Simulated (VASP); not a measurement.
Wanted: the native input for a VASP 6.6.1 run.

- Task: relaxation of cell and atoms
- Functional: PBE
- Potentials or basis: VASP PAW PBE potentials, release 64 (Pr_3, Al, F), 4f in core
- Cutoff: 600 eV
- k mesh: 6 × 6 × 2
- Occupations: gaussian, width 0.1 eV
- Spin: no spin polarisation
- Dipole correction: no
- Further INCAR settings: ALGO = Normal; EDIFF = 1e-07; IBRION = 2; EDIFFG = -0.04; NSW = 90; ISIF = 3

The structure of PrAlF lies in POSCAR:

```
PrAlF
1.0
    3.6592349200      0.0000000000      0.0000000000
    0.0000000000      3.6592349200      0.0000000000
    0.0000000000      0.0000000000      7.7469183000
Pr Al F
2 2 2
Direct
    0.0000000000      0.5000000000      0.6503000300
    0.5000000000      0.0000000000      0.3496999700
    0.0000000000      0.5000000000      0.0839000000
    0.5000000000      0.0000000000      0.9161000000
    0.0000000000      0.5000000000      0.3300000100
    0.5000000000      0.0000000000      0.6699999900
```

The cell was generated, and may not be a known phase.

One way to write it, as run:

INCAR

```
ALGO = Normal ; EDIFF = 1E-7
EDIFFG = -0.04 ; ENCUT = 600
GGA = PE ; GGA_COMPAT = False
IBRION = 2 ; ISIF = 3
ISMEAR = 0 ; LASPH = True
LCHARG = False ; LMAXMIX = 6
LREAL = False ; LWAVE = False
NELM = 200 ; NELMIN = 4
NSW = 90 ; PREC = Accurate
SIGMA = 0.1
```

KPOINTS

```
k-points
0
Gamma
  6 6 2
```

Potentials or basis: VASP PAW PBE potentials, release 64 (Pr_3, Al, F), 4f in core.

Command:

```bash
$ cat potpaw_PBE.64/Pr_3/POTCAR potpaw_PBE.64/Al/POTCAR potpaw_PBE.64/F/POTCAR > POTCAR
$ mpirun -np 1 vasp_std > vasp.out
```

It gave:

The relaxed volume is 18.82 Å³/atom, the relaxed cell is a = 3.442 Å, b = 3.442 Å, c = 9.529 Å, α = 90.00°, β = 90.00°, γ = 90.00° and the space group after relaxing (to 0.1 Å) is P4/nmm (No. 129). The energy gained by relaxing is 556.6 meV/atom, the ionic steps are 30 and the pressure after relaxing is 0.0 GPa. The largest force after relaxing is 0.039 eV/Å and the band gap on the k mesh is zero (bands 21 and 22 overlap by 1.27 eV).

Caveat: the k points lie up to 0.33 Å⁻¹ apart in the final cell, too coarse for converged energies and pressures of a metal; a cell axis changed by over 15 % at a fixed basis, so the end point is rough; spin-orbit coupling is left out, which moves the levels of the heavy elements; the 4f electrons are frozen in the core, so they carry no moment and show no levels; the run has no spin polarisation, though such a crystal can be magnetic.

Run time: 31 min on 1 thread of Intel(R) Xeon(R) Platinum 8375C CPU @ 2.90GHz (Ice Lake), with other jobs on the host, peak memory 0.29 GiB.
